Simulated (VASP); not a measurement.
A run of VASP 6.6.1 is set up as follows.

The input INCAR:

```
SYSTEM = RuS2
ALGO = Normal ; EDIFF = 1E-6
ENCUT = 520 ; GGA = PE
ISIF = 2 ; ISMEAR = -1
LASPH = .True. ; LCHARG = .True.
LELF = .True. ; LREAL = .False.
LVHAR = .True. ; LWAVE = .False.
NBANDS = 64 ; NELM = 60
PREC = Accurate ; SIGMA = 0.05
```

Contents of KPOINTS:

```
k-points
0
Gamma
  5 5 5
  0 0 0
```

File POSCAR:

```
RuS2
1.0
    5.5729438318      0.0000000000      0.0000000000
    0.0000000000      5.5729438318      0.0000000000
    0.0000000000      0.0000000000      5.5729438318
Ru S
4 8
Direct
    0.0000000000      0.5000000000      0.5000000000
    0.5000000000      0.5000000000      0.0000000000
    0.5000000000      0.0000000000      0.5000000000
    0.0000000000      0.0000000000      0.0000000000
    0.3883100000      0.1116900000      0.8883100000
    0.1116900000      0.8883100000      0.3883100000
    0.8883100000      0.3883100000      0.1116900000
    0.6116900000      0.6116900000      0.6116900000
    0.6116900000      0.8883100000      0.1116900000
    0.8883100000      0.1116900000      0.6116900000
    0.1116900000      0.6116900000      0.8883100000
    0.3883100000      0.3883100000      0.3883100000
```

Potentials or basis: VASP PAW PBE potentials, release 64 (Ru_pv, S).

Command:

```console
$ cat potpaw_PBE.64/Ru_pv/POTCAR potpaw_PBE.64/S/POTCAR > POTCAR
$ mpirun -np 1 vasp_std > vasp.out
```

(1) Predict the largest force.

(2) What does it give for the pressure?

(3) Predict the band gap on the k mesh.

Results:

(1) 0.214 eV/Å.

(2) 7.4 GPa.

(3) 0.74 eV (least direct gap 0.97 eV).

Caveat: the cell stands under pressure; an odd mesh through Γ misses points on the zone boundary, where band edges can lie.
